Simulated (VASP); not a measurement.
NaI, 2 atoms in the cell. The structure is cubic, space group Fm-3m (No. 225). The conventional cell has a = 6.459 Å, b = 6.459 Å, c = 6.459 Å, α = 90.00°, β = 90.00°, γ = 90.00°. Within 4.2 Å of Na (site symmetry m-3m) lie 6 I at 3.23 Å. I (site symmetry m-3m) has 6 Na at 3.23 Å within 4.2 Å. 

| Item | Value |
| --- | --- |
| Program | VASP 6.6.1 |
| Task | single point |
| Functional | r2SCAN |
| Dispersion | rVV10 |
| Potentials or basis | VASP PAW PBE potentials, release 64 (Na_pv, I) |
| Cutoff | 520 eV |
| k mesh | 6 × 6 × 6 |
| Occupations | gaussian, width 0.01 eV |
| Spin | no spin polarisation |
| Dipole correction | no |
| Further INCAR settings | ALGO = Normal; EDIFF = 1e-06; NBANDS = 14 |

Potentials or basis: VASP PAW PBE potentials, release 64 (Na_pv, I).

Launch:

```console
$ cat potpaw_PBE.64/Na_pv/POTCAR potpaw_PBE.64/I/POTCAR > POTCAR
$ cp INCAR.step1 INCAR
$ mpirun -np 1 vasp_std > vasp.out
$ cp INCAR.step2 INCAR
$ mpirun -np 1 vasp_std > vasp.out
```

Hardware: 1 thread of Intel(R) Xeon(R) Platinum 8488C (Sapphire Rapids) (shared host).

**Question.** How long does it take, and how much memory?

**Answer.** Run time: 94 s on 1 thread of Intel(R) Xeon(R) Platinum 8488C (Sapphire Rapids), with other jobs on the host, peak memory 0.39 GiB. Counts: k points 16.
